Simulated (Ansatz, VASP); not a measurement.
**Mg5ZnO6: VASP beside Ansatz**

```
CELL_PARAMETERS angstrom
3.26783 0.00000 0.00000
0.00000 3.26783 0.00000
0.00000 0.00000 13.77953
ATOMIC_POSITIONS crystal
Mg 0.00000 0.00000 0.00000
Mg 0.50000 0.50000 0.16697
Mg 0.00000 0.00000 0.33402
Mg 0.00000 0.00000 0.66598
Mg 0.50000 0.50000 0.83303
Zn 0.50000 0.50000 0.50000
O 0.50000 0.00000 0.08348
O 0.00000 0.50000 0.25048
O 0.50000 0.00000 0.41566
O 0.00000 0.50000 0.58434
O 0.50000 0.00000 0.74952
O 0.00000 0.50000 0.91652
```

Alike in both runs: task single point; functional r2SCAN; k mesh 8 × 8 × 2; occupations gaussian, width 0.02 eV; no spin polarisation.

|  | VASP | Ansatz |
| --- | --- | --- |
| version | VASP 6.6.1 | Ansatz 0.2.0 |
| potentials or method | VASP PAW PBE potentials, release 64 (Mg, Zn, O), cutoff 520 eV | scalar-relativistic, plane waves, PAW |
| valence electrons in the cell | 58 | 98 |

```csv
,VASP,Ansatz,Ansatz less VASP
gap on the k mesh at the Fermi level (eV),3.05,3.06,+0.012
least direct gap on the mesh (eV),3.05,3.06,+0.012
pressure (GPa),-4.4,-4.1,+0.34
rms of the force components (eV/Å),0.006,0.025,+0.0188
```

VASP's potentials were made for PBE, not for r2SCAN. Atom by atom the forces differ by 0.019 eV/Å (rms over components). VASP's potentials hold 58 valence electrons a cell and Ansatz's 98, so a difference there can come from the potentials and not from the codes.
